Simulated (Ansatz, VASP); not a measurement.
One calculation of P, two programs

File POSCAR:

```
P
1.0
    1.7371541546      1.0029464188      3.1504069738
   -1.7371541546      1.0029464188      3.1504069738
    0.0000000000     -2.0058928376      3.1504069738
P
2
Direct
    0.7729197500      0.7729197500      0.7729197500
    0.2270802500      0.2270802500      0.2270802500
```

The input INCAR.step1:

```
PREC = Accurate
ENCUT = 520
ISMEAR = -1
SIGMA = 0.05
LREAL = F
LASPH = T
NELM = 60
NBANDS = 12
GGA = PE
ALGO = Normal
EDIFF = 1E-4
LWAVE = T
LCHARG = F
```

File INCAR.step2:

```
PREC = Accurate
ENCUT = 520
EDIFF = 1E-7
ISMEAR = -1
SIGMA = 0.05
LREAL = F
LASPH = T
NELM = 60
ALGO = Normal
ISIF = 2
LWAVE = F
LCHARG = F
METAGGA = R2SCAN
LMIXTAU = T
NBANDS = 12
ISTART = 1
```

Contents of KPOINTS:

```
regular mesh
0
Gamma
  9 9 9
```

Contents of input.yaml:

```yaml
crystal:
  lattice:
    - [1.7371541546, 1.0029464188, 3.1504069738]
    - [-1.7371541546, 1.0029464188, 3.1504069738]
    - [0.0, -2.0058928376, 3.1504069738]
  atoms:
    - { symbol: P, position: [0.77291975, 0.77291975, 0.77291975] }
    - { symbol: P, position: [0.22708025, 0.22708025, 0.22708025] }
hamiltonian:
  xc: r2scan
  pseudopotentials: { kind: paw }
kpoints:
  mp_grid: { grid: [9, 9, 9] }
scf:
  occupations: { method: fermi_dirac, width: 0.05 }
output:
  forces: true
  stress: true
  eigenvalues: true
```

Alike in both runs: task single point; functional r2SCAN; k mesh 9 × 9 × 9; occupations fermi-dirac, width 0.05 eV; no spin polarisation.

|  | VASP | Ansatz |
| --- | --- | --- |
| version | VASP 6.6.1 | Ansatz 0.2.0 |
| potentials or method | VASP PAW PBE potentials, release 64 (P) | Ansatz PAW |
| plane-wave cutoff (eV) | 520 | 500 |
| valence electrons in the cell | 10 | 10 |

VASP gave:

- gap on the k mesh at the Fermi level (eV): none
- pressure (GPa): -1.6
- traceless stress, the component that is largest in VASP (GPa): 0.13
- rms of the force components (eV/Å): 0.108

Estimate Ansatz's values.

gap on the k mesh at the Fermi level (eV): none; pressure (GPa): -1.1; traceless stress, the component that is largest in VASP (GPa): -0.01; rms of the force components (eV/Å): 0.059.

VASP's potentials were made for PBE, not for r2SCAN. Atom by atom the forces differ by 0.049 eV/Å (rms over components). A gap of «none» marks a metal or a gap that the smearing closes.
